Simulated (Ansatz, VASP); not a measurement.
**Two plane-wave programs on ReS**

INCAR

```
SYSTEM = ReS
ALGO = Normal
EDIFF = 1E-6
EDIFFG = -0.01
ENCUT = 600
GGA = PE
IBRION = 2
ISIF = 3
ISMEAR = 0
ISPIN = 2
LASPH = .True.
LCHARG = .False.
LMAXMIX = 4
LORBIT = 11
LREAL = .False.
LWAVE = .False.
MAGMOM = 3.5 0
NELM = 150
NSW = 80
PREC = Accurate
SIGMA = 0.1
```

Contents of KPOINTS:

```
k-points
0
Gamma
  14 14 14
  0 0 0
```

POSCAR

```
ReS
1.0
    0.0000000000      2.4617002155      2.4617002155
    2.4617002155      0.0000000000      2.4617002155
    2.4617002155      2.4617002155      0.0000000000
Re S
1 1
Direct
    0.0000000000      0.0000000000      0.0000000000
    0.5000000000      0.5000000000      0.5000000000
```

Input for Ansatz:

```yaml
crystal:
  lattice:
    - [0.0, 2.4617002166, 2.4617002166]
    - [2.4617002166, 0.0, 2.4617002166]
    - [2.4617002166, 2.4617002166, 0.0]
  atoms:
    - { symbol: Re, position: [0.0, 0.0, 0.0], spin: 3.5 }
    - { symbol: S, position: [0.5, 0.5, 0.5] }
basis:
  ecutwfc: 420
kpoints:
  mp_grid: { grid: [14, 14, 14] }
hamiltonian:
  xc: pbe
scf:
  occupations: { method: gaussian, width: 0.1 }
output:
  forces: true
  stress: true
  eigenvalues: true
  populations: true
magnetization:
  spin_polarized: true
relax:
  adjacent_minimum: "off"
  f_tol: 0.01
  max_steps: 60
  cell: { stress_tol: 0.05 }
```

Alike in both runs: task relaxation of cell and atoms; functional PBE; k mesh 14 × 14 × 14; occupations gaussian, width 0.1 eV; collinear spin.

```csv
,VASP,Ansatz
version,VASP 6.6.1,Ansatz 0.2.0
potentials or method,"VASP PAW PBE potentials, release 64 (Re, S), cutoff 600 eV","scalar-relativistic, plane waves, PAW"
valence electrons in the cell,13,21
```

```tsv
	VASP	Ansatz	Ansatz less VASP
gap on the k mesh at the Fermi level, each at its own relaxed structure (eV)	none	none	-
net moment per atom (μB)	0.51	0.48	-0.033
size of the moment on the site where the two differ most (μB)	0.96	0.69	-0.270
relaxed volume (Å³/atom)	15.14	15.04	-0.100
relaxed length of the cell vector where the two differ most in proportion (Å)	3.499	3.491	-0.0077
```

Site moments also hang on the region over which each program counts them. A gap of «none» marks a metal or a gap that the smearing closes. VASP's potentials hold 13 valence electrons a cell and Ansatz's 21, so a difference there can come from the potentials and not from the codes.

Spin-orbit coupling is off throughout.
